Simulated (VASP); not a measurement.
The system is B.

```
B
1.0
     0.00000    1.99808    1.99808
     1.99808    0.00000    1.99808
     1.99808    1.99808    0.00000
B
2
Direct
  0.50000 0.50000 0.50000
  0.75000 0.75000 0.75000
```

```yaml
Program: VASP 6.6.1
Task: relaxation of cell and atoms
Functional: PBE
Potentials_or_basis: VASP PAW PBE potentials, release 64 (B)
Cutoff: 600 eV
k_mesh: 8 × 8 × 8
Occupations: gaussian, width 0.1 eV
Spin: no spin polarisation
```

At the start: pressure 7.9 GPa; volume 7.98 Å³/atom.

Question: Where does the relaxation end?

Answer: Over 3 steps the energy falls by 8.0 meV/atom and the volume is 8.31 Å³/atom (+4.2 %); space group Fd-3m (No. 227, to 0.05 Å).

Step by step:
```tsv
step	energy change (eV)	largest force (eV/Å)	pressure (GPa)	volume (Å³)
1	0.0000	0.0000	7.88	15.95
2	-0.0138	0.0000	-2.63	16.88
3	-0.0159	0.0000	0.02	16.62
```

Final structure:
```yaml
crystal:
  lattice:
    - [0.00000, 2.02559, 2.02559]
    - [2.02559, 0.00000, 2.02559]
    - [2.02559, 2.02559, 0.00000]
  atoms:
    - { symbol: B, position: [0.50000, 0.50000, 0.50000] }
    - { symbol: B, position: [0.75000, 0.75000, 0.75000] }
```
